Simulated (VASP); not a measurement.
# Se (Fd-3m) in VASP: a series of runs, part 2 of 2

VASP 6.6.1.

### Step 4. Single point, RPBE (volume scaled by 1.12)

INCAR reads:

```
PREC = Accurate
ENCUT = 520
EDIFF = 1E-6
ISMEAR = -1
SIGMA = 0.1
LREAL = False
LASPH = True
NELM = 100
ALGO = Normal
ISIF = 2
LWAVE = False
LCHARG = True
GGA = RP
LELF = True
LVHAR = True
NBANDS = 13
```

KPOINTS reads:

```
regular mesh
0
Gamma
  10 10 10
```

POSCAR reads:

```
Se
1.0
    0.0000000000      3.3303162928      3.3303162928
    3.3303162928      0.0000000000      3.3303162928
    3.3303162928      3.3303162928      0.0000000000
Se
2
Direct
    0.1250000000      0.1250000000      0.1250000000
    0.8750000000      0.8750000000      0.8750000000
```

Started as:

```
cat potpaw_PBE.64/Se/POTCAR > POTCAR
mpirun -np 1 vasp_std > vasp.out
```

Run time: 29 s. Hardware: 1 thread of Intel Xeon Platinum 8259CL at 2.50GHz (Skylake/Cascade Lake), shared host; peak memory 0.21 GiB.

It converged, with:

| Item | Value |
| --- | --- |
| Free energy | -5.3173 eV |
| Pressure | -3.1 GPa |
| Band gap on the k mesh | zero (band 6 reaches 1.21 eV, above the bottom of band 7 at 0.34 eV) |

Levels at points of the mesh, in eV from the Fermi level:
```csv
k point,band 2,band 3,band 4,band 5,band 6,band 7,band 8,band 9,band 10,band 11
"(0.00, 0.00, 0.00)",-10.56,-2.87,-2.87,-2.87,-0.54,-0.54,-0.54,4.84,7.89,7.89
"(0.50, 0.00, 0.00)",-11.81,-3.48,-3.44,-3.44,0.33,0.33,1.11,7.15,7.29,8.09
"(0.50, 0.50, 0.00)",-12.73,-4.05,-4.05,-1.61,-1.61,1.65,1.65,6.44,6.44,9.79
```

Caveat: the cell differs from its parent crystal (volume scaled by 1.12); the PAW data sets were made with another functional, which shifts forces and pressure a little.

### Step 5. Relaxation of cell and atoms, RPBE

This run uses another cell than the first one, of 29.44 Å³/atom, 0.858 times its volume.

INCAR reads:

```
SYSTEM = Se
ALGO     = Normal         ! electronic algorithm
EDIFF    = 1E-7           ! SCF threshold, eV
EDIFFG   = -0.01          ! ionic threshold
ENCUT    = 600            ! plane-wave cutoff, eV
GGA      = RP             ! functional
IBRION   = 2              ! ionic algorithm
ISIF     = 3              ! what is computed and relaxed
ISMEAR   = -1             ! smearing method
LASPH    = .TRUE.         ! aspherical terms in the spheres
LCHARG   = .FALSE.        ! write CHGCAR
LREAL    = .FALSE.        ! projectors in reciprocal space
LWAVE    = .FALSE.        ! write WAVECAR
NELM     = 60             ! most SCF steps
NSW      = 80             ! ionic steps
PREC     = Accurate       ! precision mode
SIGMA    = 0.1            ! smearing width, eV
```

KPOINTS reads:

```
k-points
0
G
  9 9 9
  0 0 0
```

POSCAR reads:

```
Se
1.0
    0.0000000000      3.0878327507      3.0878327507
    3.0878327507      0.0000000000      3.0878327507
    3.0878327507      3.0878327507      0.0000000000
Se
2
Direct
    0.1250000000      0.1250000000      0.1250000000
    0.8750000000      0.8750000000      0.8750000000
```

Started as:

```
cat potpaw_PBE.64/Se/POTCAR > POTCAR
mpirun -np 1 vasp_std > vasp.out
```

Wall time 46 s (1 thread of Intel Xeon Platinum 8259CL at 2.50GHz (Skylake/Cascade Lake), shared host); peak memory 0.21 GiB.

It converged, with:

```
Free energy                            : -5.4011 eV
Relaxed volume                         : 32.96 Å³/atom
Relaxed cell                           : a = 4.534 Å, b = 4.534 Å, c = 4.534 Å, α = 60.00°, β = 60.00°, γ = 60.00°
Space group after relaxing (to 0.05 Å) : Fd-3m (No. 227)
Energy gained by relaxing              : 49.7 meV/atom
Ionic steps                            : 3
Pressure after relaxing                : 0.0 GPa
Band gap on the k mesh                 : zero (band 6 reaches 2.10 eV, above the bottom of band 7 at 1.11 eV)
```

Step by step:
| step | energy change (eV) | largest force (eV/Å) | pressure (GPa) | volume (Å³) |
| --- | --- | --- | --- | --- |
| 1 | 0.0000 | 0.0000 | 4.97 | 58.88 |
| 2 | -0.0976 | 0.0000 | -0.54 | 67.01 |
| 3 | -0.0994 | 0.0000 | 0.02 | 65.92 |

Final structure:
```cif
data_structure
_symmetry_space_group_name_H-M 'P 1'
_symmetry_Int_Tables_number 1
_cell_length_a 4.5342
_cell_length_b 4.5342
_cell_length_c 4.5342
_cell_angle_alpha 60.000
_cell_angle_beta 60.000
_cell_angle_gamma 60.000
_cell_volume 65.92
loop_
_atom_site_label
_atom_site_type_symbol
_atom_site_fract_x
_atom_site_fract_y
_atom_site_fract_z
_atom_site_occupancy
Se1 Se 0.12500 0.12500 0.12500 1
Se2 Se 0.87500 0.87500 0.87500 1
```

Levels at points of the mesh, in eV from the Fermi level:
```tsv
k point	band 3	band 4	band 5	band 6	band 7	band 8	band 9	band 10
(0.00, 0.00, 0.00)	-3.27	-3.27	-3.27	-0.69	-0.69	-0.69	4.77	7.74
```

Caveat: the PAW data sets were made with another functional, which shifts forces and pressure a little.

### Step 6. Single point, RPBE

This run uses another cell than the first one, of 32.98 Å³/atom, 0.962 times its volume.

INCAR reads:

```
PREC = Accurate
ENCUT = 520
EDIFF = 1E-7
ISMEAR = -1
SIGMA = 0.1
LREAL = F
LASPH = T
NELM = 100
ALGO = Normal
ISIF = 2
LWAVE = F
LCHARG = T
GGA = RP
LELF = T
LVHAR = T
NBANDS = 13
```

KPOINTS reads:

```
Automatic mesh
0
Gamma
  14 14 14
```

POSCAR reads:

```
Se
1.0
    0.0000000000      3.2068561152      3.2068561152
    3.2068561152      0.0000000000      3.2068561152
    3.2068561152      3.2068561152      0.0000000000
Se
2
Direct
    0.1250000000      0.1250000000      0.1250000000
    0.8750000000      0.8750000000      0.8750000000
```

Potentials or basis: VASP PAW PBE potentials, release 64 (Se).

Started as:

```
cat potpaw_PBE.64/Se/POTCAR > POTCAR
mpirun -np 1 vasp_std > vasp.out
```

Run time: 63 s. Hardware: 1 thread of Intel Xeon Platinum 8259CL at 2.50GHz (Skylake/Cascade Lake), shared host; peak memory 0.24 GiB.

Results (log left out):

```
Free energy            : -5.4018 eV
Pressure               : 0.0 GPa
Band gap on the k mesh : zero (band 6 reaches 2.12 eV, above the bottom of band 7 at 1.11 eV)
```

Levels at points of the mesh, in eV from the Fermi level:
```
           k point  band 3  band 4  band 5  band 6  band 7  band 8  band 9  band 10
(0.00, 0.00, 0.00)   -3.26   -3.26   -3.26   -0.69   -0.69   -0.69    4.77     7.74
(0.50, 0.00, 0.00)   -3.92   -3.92   -3.89    0.32    0.32    1.49    7.13     7.24
(0.50, 0.50, 0.00)   -4.63   -4.63   -1.81   -1.81    1.99    1.99    6.41     6.41
```

Caveat: the PAW data sets were made with another functional, which shifts forces and pressure a little.

### Step 7. Overview

| task | cell | k mesh | cutoff (eV) | gap on the mesh (eV) | pressure (GPa) |
| --- | --- | --- | --- | --- | --- |
| single point | a = 4.595 Å, angles 60.0°, 2 atoms | 10 × 10 × 10 | 520 | none | -1.3 |
| single point | a = 4.653 Å, angles 60.0°, 2 atoms | 10 × 10 × 10 | 520 | none | -2.3 |
| single point | a = 4.710 Å, angles 60.0°, 2 atoms | 10 × 10 × 10 | 520 | none | -3.1 |
| relaxation of cell and atoms | relaxed from a = 4.367 Å, angles 60.0°, 2 atoms | 9 × 9 × 9 | 600 | none | 0.0 |
| single point | a = 4.535 Å, angles 60.0°, 2 atoms | 14 × 14 × 14 | 520 | none | 0.0 |

Alike in all rows: level RPBE; potentials or basis VASP PAW PBE potentials, release 64 (Se); no spin polarisation; smearing fermi-dirac 0.1 eV.

Caveats: the PAW data sets were made with another functional, which shifts forces and pressure a little.

Absolute energies hang on the potentials; compare differences alone.
